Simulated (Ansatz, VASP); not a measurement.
H: VASP beside Ansatz

Contents of INCAR:

```
PREC = Accurate ; ENCUT = 520
EDIFF = 1E-6 ; ISMEAR = 0
SIGMA = 0.05 ; LREAL = False
LASPH = True ; NELM = 100
ALGO = Normal ; ISIF = 2
LWAVE = False ; LCHARG = True
GGA = CA ; LELF = True
LVHAR = True ; NBANDS = 6
```

The input KPOINTS:

```
Automatic mesh
0
Gamma
  10 10 26
```

Contents of POSCAR:

```
H
1.0
    2.6496387389      0.0000000000      0.0000000000
    0.0000000000      2.6496387389      0.0000000000
    0.0000000000      0.0000000000      1.0295175660
H
1
Direct
    0.0000000000      0.0000000000      0.5000000000
```

Input for Ansatz:

```yaml
crystal:
  lattice:
    - [2.6496387389, 0.0, 0.0]
    - [0.0, 2.6496387389, 0.0]
    - [0.0, 0.0, 1.029517566]
  atoms:
    - { symbol: H, position: [0.0, 0.0, 0.5] }
basis:
  ecutwfc: 420
kpoints:
  mp_grid: { grid: [10, 10, 26] }
hamiltonian:
  xc: lda
scf:
  occupations: { method: gaussian, width: 0.05 }
output:
  forces: true
  stress: true
  eigenvalues: true
```

Change from the starting cell: strain +0.000 along x and y, +0.050 along z, atoms carried along.

Alike in both runs: task single point; functional LDA; k mesh 10 × 10 × 26; occupations gaussian, width 0.05 eV; no spin polarisation.

```csv
,VASP,Ansatz
version,VASP 6.6.1,Ansatz 0.2.0
potentials or method,"VASP PAW LDA potentials, release 64 (H), cutoff 520 eV","scalar-relativistic, plane waves, PAW"
valence electrons in the cell,1,1
```

Ansatz gave:

| Item | Value |
| --- | --- |
| gap on the k mesh at the Fermi level (eV) | none |
| pressure (GPa) | -3.3 |
| traceless stress, the component that is largest in VASP (GPa) | -6.86 |

**Question.** Which values does VASP return?

**Answer.** gap on the k mesh at the Fermi level (eV): none; pressure (GPa): -3.4; traceless stress, the component that is largest in VASP (GPa): -6.68.

LDA's correlation is that of Perdew and Zunger in VASP and of Perdew and Wang (1992) in Ansatz. A gap of «none» marks a metal or a gap that the smearing closes.
